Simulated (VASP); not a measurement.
Write the native input for VASP 6.6.1 that does the following.

```
Task                   : single point
Functional             : PBE
Potentials or basis    : VASP PAW PBE potentials, release 64 (Ti_sv, Al)
Cutoff                 : 520 eV
k mesh                 : 6 × 6 × 6
Occupations            : gaussian, width 0.2 eV
Spin                   : no spin polarisation
Dipole correction      : no
Further INCAR settings : ALGO = Fast; EDIFF = 1e-06; NBANDS = 31
```

The structure of TiAl3 lies in POSCAR:

```
TiAl3
1.0
   -1.9488713070      1.9488713070      8.3263721957
    1.9488713070     -1.9488713070      8.3263721957
    1.9488713070      1.9488713070     -8.3263721957
Ti Al
2 6
Direct
    0.1184358301      0.1184358301      0.0000000000
    0.8815641699      0.8815641699      0.0000000000
    0.5000000000      0.0000000000      0.5000000000
    0.0000000000      0.5000000000      0.5000000000
    0.7500000000      0.2500000000      0.5000000000
    0.6249768922      0.6249768922      0.0000000000
    0.2500000000      0.7500000000      0.5000000000
    0.3750231078      0.3750231078      0.0000000000
```

These files were run (other wordings do the same):

INCAR

```
SYSTEM = TiAl3
  PREC = Accurate
  ENCUT = 520
  EDIFF = 1E-6
  ISMEAR = 0
  SIGMA = 0.2
  LREAL = .FALSE.
  LASPH = .TRUE.
  NELM = 80
  ALGO = Fast
  ISIF = 2
  LWAVE = .FALSE.
  LCHARG = .FALSE.
  GGA = PE
  NBANDS = 31
```

KPOINTS

```
Automatic mesh
0
G
  6 6 6
  0 0 0
```

Potentials or basis: VASP PAW PBE potentials, release 64 (Ti_sv, Al).

Command:

```console
$ cat potpaw_PBE.64/Ti_sv/POTCAR potpaw_PBE.64/Al/POTCAR > POTCAR
$ mpirun -np 1 vasp_std > vasp.out
```

Results of the run:

| Property | Result |
| --- | --- |
| Pressure | 0.1 GPa |
| Largest force | 0.081 eV/Å |
| Band gap on the k mesh | zero (band 21 reaches 9.10 eV, above the bottom of band 22 at 7.56 eV) |

Caveat: the k points lie up to 0.38 Å⁻¹ apart.

It took 14 min on 1 thread of Intel(R) Xeon(R) 6975P-C (Granite Rapids), on a shared host, peak memory 0.73 GiB.
